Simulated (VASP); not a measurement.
# Mg (Cmcm) in VASP: single point with PBEsol

Aim: the single point of Mg with PBEsol.

Everything below comes from runs of VASP 6.6.1. Logs are shortened: lines on timing, memory, paths and dates and some standing lists are left out, and cuts for length are marked.

## (1) The cell of the first run

It takes space group Cmcm (No. 63, orthorhombic). Conventional cell: a = 5.572 Å, b = 3.905 Å, c = 5.577 Å, α = 90.00°, β = 90.00°, γ = 90.00°. Within 4.5 Å of Mg (site symmetry m2m) lie 14 Mg at 3.39 to 3.94 Å.

## (2) Single point, PBEsol (Ba replaced by Mg, lengths x 0.793, strained)

INCAR reads:

```
SYSTEM = Mg
PREC = Accurate ; ENCUT = 520
EDIFF = 1E-7 ; ISMEAR = 0
SIGMA = 0.1 ; LREAL = .FALSE.
LASPH = .TRUE. ; NELM = 60
ALGO = Fast ; ISIF = 2
LWAVE = .FALSE. ; LCHARG = .FALSE.
GGA = PS ; NBANDS = 9
```

KPOINTS reads:

```
regular mesh
0
G
  6 6 4
  0 0 0
```

POSCAR reads:

```
Mg
1.0
    2.7861330019     -1.9523584905      0.0000000000
    2.7861330019      1.9523584905      0.0000000000
    0.0000000000      0.0000000000      5.5773062745
Mg
2
Direct
    0.7467739700      0.2532260300      0.2500000000
    0.2532260300      0.7467739700      0.7500000000
```

Potentials or basis: VASP PAW PBE potentials, release 64 (Mg).

Command:

```console
$ cat potpaw_PBE.64/Mg/POTCAR > POTCAR
$ mpirun -np 1 vasp_std > vasp.out
```

OUTCAR:

```text
SYSTEM = Mg
   PREC = Accurate
   ENCUT = 520
   EDIFF = 1E-7
   ISMEAR = 0
   LREAL = .FALSE.
   LASPH = .TRUE.
   NELM = 60
   ISIF = 2
   GGA = PS

 ion  position               nearest neighbor table
   1  0.747  0.253  0.250-   2 3.39   2 3.39   2 3.42   2 3.42
   2  0.253  0.747  0.750-   1 3.39   1 3.39   1 3.42   1 3.42

  LATTYP: Found a base centered orthorhombic cell.
 ALAT       =     3.9047169810
 B/A-ratio  =     1.4270601508
 C/A-ratio  =     1.4283509667

  Lattice vectors:

 A1 = (  -2.7861330019,  -1.9523584905,   0.0000000000)
 A2 = (   2.7861330019,  -1.9523584905,   0.0000000000)
 A3 = (   0.0000000000,   0.0000000000,   5.5773062745)

Analysis of symmetry for initial positions (statically):
=====================================================================
 Subroutine PRICEL returns:
 Original cell was already a primitive cell.

 Routine SETGRP: Setting up the symmetry group for a
 base centered orthorhombic supercell.

 Subroutine GETGRP returns: Found  8 space group operations
 (whereof  4 operations were pure point group operations)
 out of a pool of  8 trial point group operations.

The static configuration has the point symmetry C_2h.
 The point group associated with its full space group is D_2h.

Analysis of symmetry for dynamics (positions and initial velocities):
=====================================================================
 Subroutine PRICEL returns:
 Original cell was already a primitive cell.

 Routine SETGRP: Setting up the symmetry group for a
 base centered orthorhombic supercell.

 Subroutine GETGRP returns: Found  8 space group operations
 (whereof  4 operations were pure point group operations)
 out of a pool of  8 trial point group operations.

The dynamic configuration has the point symmetry C_2h.
 The point group associated with its full space group is D_2h.

 Subroutine INISYM returns: Found  8 space group operations
 (whereof  4 operations are pure point group operations),
 and found     1 'primitive' translations

----------------------------------------------------------------------------------------

                                     Primitive cell

  volume of cell :      60.6759

  direct lattice vectors                    reciprocal lattice vectors
     2.786133002 -1.952358490  0.000000000     0.179460205 -0.256100507  0.000000000
     2.786133002  1.952358490  0.000000000     0.179460205  0.256100507  0.000000000
     0.000000000  0.000000000  5.577306274     0.000000000  0.000000000  0.179298025

  length of vectors
     3.402093588  3.402093588  5.577306274     0.312719419  0.312719419  0.179298025

  position of ions in fractional coordinates (direct lattice)
     0.746773970  0.253226030  0.250000000
     0.253226030  0.746773970  0.750000000

  ion indices of the primitive-cell ions
   primitive index   ion index
                 1           1
                 2           2

----------------------------------------------------------------------------------------

 KPOINTS: regular mesh

Automatic generation of k-mesh.
 Grid dimensions read from file:
 generate k-points for:    6    6    4

 Generating k-lattice:

  Cartesian coordinates                     Fractional coordinates (reciprocal lattice)
     0.029910034 -0.042683418  0.000000000     0.166666667  0.000000000  0.000000000
     0.029910034  0.042683418  0.000000000     0.000000000  0.166666667  0.000000000
     0.000000000  0.000000000  0.044824506     0.000000000  0.000000000  0.250000000

  Length of vectors
     0.052119903  0.052119903  0.044824506

  Shift w.r.t. Gamma in fractional coordinates (k-lattice)
     0.000000000  0.000000000  0.000000000

 Subroutine IBZKPT returns following result:
 ===========================================

 Found     39 irreducible k-points:

 Following reciprocal coordinates:
            Coordinates               Weight
  0.000000  0.000000  0.000000      1.000000
  0.166667  0.000000  0.000000      4.000000
  0.333333  0.000000  0.000000      4.000000
  0.500000  0.000000  0.000000      2.000000
  0.166667  0.166667  0.000000      2.000000
  0.333333  0.166667  0.000000      4.000000
[... 16 lines left out ...]
  0.333333  0.333333  0.250000      4.000000
  0.500000  0.333333  0.250000      8.000000
 [... further k-points ...]
   k-points           NKPTS =     39   k-points in BZ     NKDIM =     39   number of bands    NBANDS=      9
   number of dos      NEDOS =    301   number of ions     NIONS =      2
   total plane-waves  NPLWV =  32928
   dimension x,y,z NGX =    28 NGY =   28 NGZ =   42
   dimension x,y,z NGXF=    56 NGYF=   56 NGZF=   84
   ions per type =               2
   NGX,Y,Z   is equivalent  to a cutoff of  13.68, 13.68, 12.52 a.u.
   NGXF,Y,Z  is equivalent  to a cutoff of  27.36, 27.36, 25.04 a.u.
 SYSTEM =  Mg
   PREC   = accura    normal or accurate (medium, high low for compatibility)
   ISTART =      0    job   : 0-new  1-cont  2-samecut
   ICHARG =      2    charge: 1-file 2-atom 10-const
   ISPIN  =      1    spin polarized calculation?
   LNONCOLLINEAR =      F non collinear calculations
   LSORBIT =      F    spin-orbit coupling
   LASPH  =      T    aspherical Exc in radial PAW
   ENCUT  =  520.0 eV  38.22 Ry    6.18 a.u.   6.33  6.33 10.37*2*pi/ulx,y,z
   NELM   =     60;   NELMIN=  2; NELMDL= -5     # of ELM steps
   EDIFF  = 0.1E-06   stopping-criterion for ELM
   LREAL  =      F    real-space projection
   EDIFFG = 0.1E-05   stopping-criterion for IOM
   NSW    =      0    number of steps for IOM
   IBRION =     -1    ionic relax: 0-MD 1-quasi-New 2-CG
   NFREE  =      0    steps in history (QN), initial steepest desc. (CG)
   ISIF   =      2    stress and relaxation
   ISYM   =      2    0-nonsym 1-usesym 2-fastsym
   POTIM  = 0.5000    time-step for ionic-motion
   TEBEG  =    0.0;   TEEND  =   0.0 temperature during run
   PSTRESS=    0.0 pullay stress
   NELECT =       4.0000    total number of electrons
   NUPDOWN=      -1.0000    fix difference up-down
   EMIN   =  10.00;   EMAX   =-10.00  energy-range for DOS
   EFERMI =   0.00;   METHOD = LEGACY
   ISMEAR =     0;   SIGMA  =   0.10  broadening in eV -4-tet -1-fermi 0-gaus
   EFERMI_NEDOS =   21; number of points for ismear=-14 and -15
   IALGO  =     68    algorithm
   IMIX   =      4    mixing-type and parameters
     AMIX     =   0.40;   BMIX     =  1.00
     AMIX_MAG =   1.60;   BMIX_MAG =  1.00
  volume/ion in A,a.u.               =      30.34       204.73
  Fermi-wavevector in a.u.,A,eV,Ry     =   0.661337  1.249746  5.950735  0.437367
  Thomas-Fermi vector in A             =   1.734065
   LORBIT       =      0    0 simple, 1 ext, 2 COOP (PROOUT), +10 PAW based schemes
   GGA     = PS    functional components
   LHFCALC =     F    Hartree Fock is set to
   AEXX    =    0.0000 exact exchange contribution
   IVDW    =     0    specifies the selected vdW correction
   LEPSILON=     F    determine dielectric tensor
   LRPA    =     F    only Hartree local field effects (RPA)
 non-spin polarized calculation
 RMM-DIIS sequential band-by-band and
 Gauss-broadening in eV      SIGMA  =   0.10
  energy-cutoff  :      520.00
  volume of cell :       60.68
 maximum number of plane-waves:      1670
 NGX is ok and might be reduce to    28
   NGX = 13   NGY = 13   NGZ = 21

 number of electron       4.0000000 magnetization

 Free energy of the ion-electron system (eV)
  ---------------------------------------------------
  ext. energy  EPLUGINS =         0.00000000
  ---------------------------------------------------
  free energy    TOTEN  =        -2.98441620 eV

  energy without entropy =       -2.97564406  energy(sigma->0) =       -2.98003013

 E-fermi :   1.4468     XC(G=0):  -7.7065

 val. band max:        1.3865578951   @ k =  -0.3333   0.3333   0.0000
 cond. band min:       1.4947109420   @ k =   0.5000   0.5000   0.5000
 fundamental gap:      0.1081530469
 Fermi energy:         1.4467834260

 k-point     1 :       0.0000    0.0000    0.0000
  band No.  band energies     occupation
      1      -4.5104      2.00000
      2       0.2027      2.00000
      3       0.2952      2.00000
      4       8.8033      0.00000
      5       9.0804      0.00000
      6       9.9022      0.00000
      7      10.7485      0.00000
      8      12.4737      0.00000
      9      12.6288      0.00000

 k-point     2 :       0.1667    0.0000    0.0000
  band No.  band energies     occupation
      1      -4.1017      2.00000
      2       0.5855      2.00000
      3       0.7014      2.00000
      4       5.3640      0.00000
      5       8.3483      0.00000
      6       9.6781      0.00000
      7       9.7270      0.00000
      8      10.9527      0.00000
      9      11.6536      0.00000

 k-point     3 :       0.3333    0.0000    0.0000
  band No.  band energies     occupation
      1      -2.8831      2.00000
      2       1.7346      0.00005
      3       1.7562      0.00001
      4       2.0517      0.00000
      5       6.3233      0.00000
      6       6.5339      0.00000
      7       7.9614      0.00000
      8       9.3094      0.00000
      9      12.5231      0.00000

 k-point     4 :       0.5000    0.0000    0.0000
  band No.  band energies     occupation
      1      -0.8855      2.00000
      2      -0.8681      2.00000
      3       3.6307      0.00000
      4       3.6700      0.00000
      5       3.8818      0.00000
      6       3.8894      0.00000
      7       8.2815      0.00000
      8       8.2879      0.00000
      9      12.7982      0.00000
[... 205 lines left out ...]
 k-point    22 :      -0.1667    0.1667    0.2500
  band No.  band energies     occupation
      1      -3.1168      2.00000
      2      -0.7417      2.00000
      3       3.8686      0.00000
      4       4.6085      0.00000
      5       4.9103      0.00000
      6       6.8479      0.00000
      7       7.0394      0.00000
      8      10.3963      0.00000
      9      11.5316      0.00000

 k-point    23 :       0.3333    0.3333    0.2500
  band No.  band energies     occupation
      1      -2.0734      2.00000
      2       0.2818      2.00000
      3       4.1338      0.00000
      4       4.7527      0.00000
      5       5.3236      0.00000
      6       6.2773      0.00000
      7       6.9157      0.00000
      8       7.4968      0.00000
      9       8.8049      0.00000

 k-point    24 :       0.5000    0.3333    0.2500
  band No.  band energies     occupation
      1      -0.6210      2.00000
      2       1.6969      0.00040
      3       2.4862      0.00000
      4       2.5999      0.00000
      5       4.6548      0.00000
      6       4.8903      0.00000
      7       6.5445      0.00000
      8       8.8735      0.00000
      9       9.3428      0.00000

 [... further k-points ...]

------------------------ aborting loop because EDIFF is reached ----------------------------------------

  FORCE on cell =-STRESS in cart. coord.  units (eV):
  Direction    XX          YY          ZZ          XY          YZ          ZX
  --------------------------------------------------------------------------------------
  -------------------------------------------------------------------------------------
  Total       -2.4973329     -2.2093845     -1.9513716      0.0000000      0.0000000      0.0000000
  in kB      -65.9433677    -58.3399406    -51.5269760      0.0000000      0.0000000      0.0000000
  external PRESSURE =     -58.6034281 kB  Pullay stress =       0.0000000 kB

 VOLUME and BASIS-vectors are now :
 -----------------------------------------------------------------------------
  energy-cutoff  :      520.00
  volume of cell :       60.68
      direct lattice vectors                 reciprocal lattice vectors
     2.786133002 -1.952358490  0.000000000     0.179460205 -0.256100507  0.000000000
     2.786133002  1.952358490  0.000000000     0.179460205  0.256100507  0.000000000
     0.000000000  0.000000000  5.577306274     0.000000000  0.000000000  0.179298025

 POSITION                                       TOTAL-FORCE (eV/Angst)
 -----------------------------------------------------------------------------------
      2.78613     -0.96358      1.39433         0.000000     -0.014859      0.000000
      2.78613      0.96358      4.18298         0.000000      0.014859     -0.000000
 -----------------------------------------------------------------------------------
    total drift:                               -0.000000      0.000000      0.000000

  FREE ENERGIE OF THE ION-ELECTRON SYSTEM (eV)
  ---------------------------------------------------
  free  energy   TOTEN  =        -2.9844162041 eV

  energy  without entropy=       -2.9756440558  energy(sigma->0) =       -2.98003013
```

It took 10 s on 1 thread of AMD EPYC 9R45 (Zen 5), shared host; peak memory 0.15 GiB.

What came out:

```yaml
Free_energy: -2.9844 eV
Pressure: -5.9 GPa
Largest_force: 0.015 eV/Å
Band_gap_on_the_k_mesh: zero (band 2 reaches 2.22 eV, above the bottom of band 3 at 0.30 eV)
```

Forces on the atoms (eV/Å):
```
Mg   0.000 -0.015  0.000
Mg   0.000  0.015  0.000
```

Caveat: the cell differs from its parent crystal (Ba replaced by Mg, lengths x 0.793, strained); the PAW data sets were made with another functional, which shifts forces and pressure a little.
